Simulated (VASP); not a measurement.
Write the native input for VASP 6.6.1 that does the following.

| Property | Result |
| --- | --- |
| Task | single point |
| Functional | PBE |
| Potentials or basis | VASP PAW PBE potentials, release 64 (B, F) |
| Cutoff | 520 eV |
| k mesh | 9 × 9 × 10 |
| Occupations | methfessel-paxton, width 0.05 eV |
| Spin | no spin polarisation |
| Dipole correction | no |
| Further INCAR settings | ALGO = Normal; EDIFF = 1e-06; NBANDS = 12 |

The structure of BF lies in POSCAR:

```
BF
1.0
   -1.6211298600      1.6211298600      2.0258349400
    1.6211298600     -1.6211298600      2.0258349400
    1.6211298600      1.6211298600     -2.0258349400
B F
1 1
Direct
   -0.0016280000     -0.0043440000      0.0129690000
    0.5113200000      0.5006440000     -0.0102550000
```

One way to write it, as run:

INCAR

```
  PREC = Accurate
  ENCUT = 520
  EDIFF = 1E-6
  ISMEAR = 1
  SIGMA = 0.05
  LREAL = False
  LASPH = True
  NELM = 60
  ALGO = Normal
  ISIF = 2
  LWAVE = False
  LCHARG = False
  GGA = PE
  NBANDS = 12
```

KPOINTS

```
Automatic mesh
0
Gamma
  9 9 10
```

Potentials or basis: VASP PAW PBE potentials, release 64 (B, F).

Launch:

```sh
$ cat potpaw_PBE.64/B/POTCAR potpaw_PBE.64/F/POTCAR > POTCAR
$ mpirun -np 1 vasp_std > vasp.out
```

Results of the run:

- Pressure: 12.6 GPa
- Largest force: 0.659 eV/Å
- Band gap on the k mesh: 0.06 eV, direct

Run time: 22 s on 1 thread of Intel(R) Xeon(R) 6975P-C (Granite Rapids) (shared host), peak memory 0.21 GiB.
